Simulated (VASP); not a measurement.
Write the native input for VASP 6.6.1 that does the following.

| Quantity | Value |
| --- | --- |
| Task | single point |
| Functional | PBE |
| Potentials or basis | VASP PAW PBE potentials, release 64 (Se) |
| Cutoff | 520 eV |
| k mesh | 4 × 4 × 2 |
| Occupations | gaussian, width 0.1 eV |
| Spin | non-collinear spin, zero start, spin-orbit coupling |
| Starting moments | [[0.0, 0.0, 0.0], [0.0, 0.0, 0.0]] μB |
| Dipole correction | no |
| Further INCAR settings | ALGO = Normal; EDIFF = 1e-07; NBANDS = 24 |

The structure of Se lies in POSCAR:

```
Se
1.0
    1.3942694300     -4.0390027650      0.0000000000
    1.3942694300      4.0390027650      0.0000000000
    0.0000000000      0.0000000000      4.6134314000
Se
2
Direct
    0.9356553200      0.0643446800      0.2500000000
    0.0643446800      0.9356553200      0.7500000000
```

One way to write it, as run:

INCAR

```
SYSTEM = Se
ALGO = Normal ; EDIFF = 1E-7
ENCUT = 520 ; GGA = PE
GGA_COMPAT = .FALSE. ; ISIF = 2
ISMEAR = 0 ; LASPH = .TRUE.
LCHARG = .FALSE. ; LNONCOLLINEAR = .TRUE.
LORBIT = 11 ; LORBMOM = .TRUE.
LREAL = .FALSE. ; LSORBIT = .TRUE.
LWAVE = .FALSE. ; MAGMOM = 0 0 0 0 0 0
NBANDS = 24 ; NELM = 150
PREC = Accurate ; SIGMA = 0.1
```

KPOINTS

```
k-points
0
G
  4 4 2
  0 0 0
```

Potentials or basis: VASP PAW PBE potentials, release 64 (Se).

Command:

```sh
$ cat potpaw_PBE.64/Se/POTCAR > POTCAR
$ mpirun -np 1 vasp_ncl > vasp.out
```

Results of the run:

- Pressure: 2.7 GPa
- Largest force: 0.904 eV/Å
- Net moment: 0.00 μB per cell
- Valence electrons inside the program's atomic spheres: Se 3.71

Caveat: the k points lie up to 0.68 Å⁻¹ apart.

It took 48 s on 1 thread of Intel(R) Xeon(R) Platinum 8259CL CPU @ 2.50GHz (Skylake/Cascade Lake) (shared host), peak memory 0.33 GiB.
